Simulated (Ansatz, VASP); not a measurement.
Al in VASP and in Ansatz

INCAR

```
SYSTEM = Al
PREC = Accurate
ENCUT = 600
EDIFF = 1E-7
ISMEAR = 0
SIGMA = 0.1
LREAL = .False.
LASPH = .True.
NELM = 80
ALGO = Fast
ISIF = 3
LWAVE = .False.
LCHARG = .False.
GGA = PE
IBRION = 2
NSW = 90
EDIFFG = -0.04
```

Contents of KPOINTS:

```
regular mesh
0
Gamma
  6 6 6
  0 0 0
```

POSCAR

```
Al
1.0
    0.0000000000      2.6916714458      4.2368199344
    1.5540068338      0.0000000000      4.2368199344
    1.5540068338      2.6916714458      0.0000000000
Al
2
Direct
    0.1666700000      0.8333300000      0.1666700000
    0.8333300000      0.1666700000      0.8333300000
```

Input for Ansatz:

```yaml
crystal:
  lattice:
    - [0.0, 2.6916714458, 4.2368199344]
    - [1.5540068338, 0.0, 4.2368199344]
    - [1.5540068338, 2.6916714458, 0.0]
  atoms:
    - { symbol: Al, position: [0.16667, 0.83333, 0.16667] }
    - { symbol: Al, position: [0.83333, 0.16667, 0.83333] }
basis:
  ecutwfc: 420
kpoints:
  mp_grid: { grid: [6, 6, 6] }
hamiltonian:
  xc: pbe
scf:
  occupations: { method: gaussian, width: 0.1 }
  lower_state_search: "off"
output:
  forces: true
  stress: true
  eigenvalues: true
relax:
  adjacent_minimum: "off"
  f_tol: 0.04
  max_steps: 70
  cell: { stress_tol: 0.4 }
```

Alike in both runs: task relaxation of cell and atoms; functional PBE; k mesh 6 × 6 × 6; occupations gaussian, width 0.1 eV; no spin polarisation.

|  | VASP | Ansatz |
| --- | --- | --- |
| version | VASP 6.6.1 | Ansatz 0.2.0 |
| potentials or method | VASP PAW PBE potentials, release 64 (Al), cutoff 600 eV | scalar-relativistic, plane waves, PAW |
| valence electrons in the cell | 6 | 6 |

|  | VASP | Ansatz | Ansatz less VASP |
| --- | --- | --- | --- |
| gap on the k mesh at the Fermi level, each at its own relaxed structure (eV) | none | none | - |
| relaxed volume (Å³/atom) | 18.81 | 18.80 | -0.007 |
| relaxed length of the cell vector where the two differ most in proportion (Å) | 4.926 | 4.920 | -0.0066 |

A gap of «none» marks a metal or a gap that the smearing closes.

The k mesh is coarse, so the values compare programs but aren't converged.
